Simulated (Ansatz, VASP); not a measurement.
## One calculation of SiO2, two programs

```
CELL_PARAMETERS angstrom
7.16000 0.00000 0.00000
0.00000 7.16000 0.00000
0.00000 0.00000 7.16000
ATOMIC_POSITIONS crystal
Si 0.28071 0.28071 0.28071
Si 0.21929 0.71929 0.78071
Si 0.78071 0.21929 0.71929
Si 0.71929 0.78071 0.21929
Si 0.02058 0.02058 0.02058
Si 0.47942 0.97942 0.52058
Si 0.52058 0.47942 0.97942
Si 0.97942 0.52058 0.47942
O 0.15054 0.15054 0.15054
O 0.34946 0.84946 0.65054
O 0.65054 0.34946 0.84946
O 0.84946 0.65054 0.34946
O 0.63982 0.66158 0.04343
O 0.86018 0.33842 0.54343
O 0.13982 0.83842 0.95657
O 0.36018 0.16158 0.45657
O 0.04343 0.63982 0.66158
O 0.54343 0.86018 0.33842
O 0.95657 0.13982 0.83842
O 0.45657 0.36018 0.16158
O 0.66158 0.04343 0.63982
O 0.33842 0.54343 0.86018
O 0.83842 0.95657 0.13982
O 0.16158 0.45657 0.36018
```

Alike in both runs: task electric field gradients; functional PBEsol; k mesh 4 × 4 × 4; occupations fermi-dirac, width 0.02 eV; no spin polarisation.

```csv
,VASP,Ansatz
version,VASP 6.6.1,Ansatz 0.2.0
potentials or method,"VASP PAW PBE potentials, release 64 (Si, O)","plane-wave PAW, scalar-relativistic"
plane-wave cutoff (eV),520,420
valence electrons in the cell,128,128
```

|  | VASP | Ansatz | Ansatz less VASP |
| --- | --- | --- | --- |
| gap on the k mesh at the Fermi level (eV) | 5.66 | 5.66 | +0.004 |
| pressure (GPa) | -0.9 | -1.2 | -0.34 |
| rms of the force components (eV/Å) | 0.033 | 0.039 | +0.0058 |
| size of Vzz on the site where it differs most (V/Å²) | 98.8 | 107.7 | +8.91 |

VASP's potentials were made for PBE, not for PBEsol, and Ansatz warns of the same on its side. Atom by atom the forces differ by 0.010 eV/Å (rms over components).
